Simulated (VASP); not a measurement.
Here is a VASP 6.6.1 calculation.

POSCAR

```
Al
1.0
    2.5224498989      0.0000000000      0.0000000000
    0.0000000000      2.5224498989      0.0000000000
    0.0000000000      0.0000000000      2.5224498989
Al
1
Direct
    0.0000000000      0.0000000000      0.0000000000
```

File INCAR.step1:

```
PREC     = Accurate       # precision mode
ENCUT    = 520            # plane-wave cutoff, eV
ISMEAR   = 0              # smearing method
SIGMA    = 0.05           # smearing width, eV
LREAL    = False          # projectors in reciprocal space
LASPH    = True           # aspherical terms in the spheres
NELM     = 60             # most SCF steps
NBANDS   = 8              # bands
GGA      = PE             # functional
ALGO     = Normal         # electronic algorithm
EDIFF    = 1E-4           # SCF threshold, eV
LWAVE    = True           # write WAVECAR
LCHARG   = False          # write CHGCAR
```

INCAR.step2

```
PREC     = Accurate       # precision mode
ENCUT    = 520            # plane-wave cutoff, eV
EDIFF    = 1E-7           # SCF threshold, eV
ISMEAR   = 0              # smearing method
SIGMA    = 0.05           # smearing width, eV
LREAL    = False          # projectors in reciprocal space
LASPH    = True           # aspherical terms in the spheres
NELM     = 60             # most SCF steps
ALGO     = Normal         # electronic algorithm
ISIF     = 2              # what is computed and relaxed
LWAVE    = False          # write WAVECAR
LCHARG   = False          # write CHGCAR
METAGGA  = R2SCAN         # meta-GGA
LMIXTAU  = True         
NBANDS   = 8              # bands
ISTART   = 1
```

The input KPOINTS:

```
Automatic mesh
0
Gamma
  18 18 18
```

Potentials or basis: VASP PAW PBE potentials, release 64 (Al).

The run is started by

```sh
$ cat potpaw_PBE.64/Al/POTCAR > POTCAR
$ cp INCAR.step1 INCAR
$ mpirun -np 1 vasp_std > vasp.out
$ cp INCAR.step2 INCAR
$ mpirun -np 1 vasp_std > vasp.out
```

**Question.** What does it give for the band gap on the k mesh?

**Answer.** Zero (an odd number of electrons rules out a gap without spin polarisation).

**Question.** Estimate the pressure.

**Answer.** 19.7 GPa.

Caveat: the cell stands under pressure; the PAW data sets were made with another functional, which shifts forces and pressure a little.
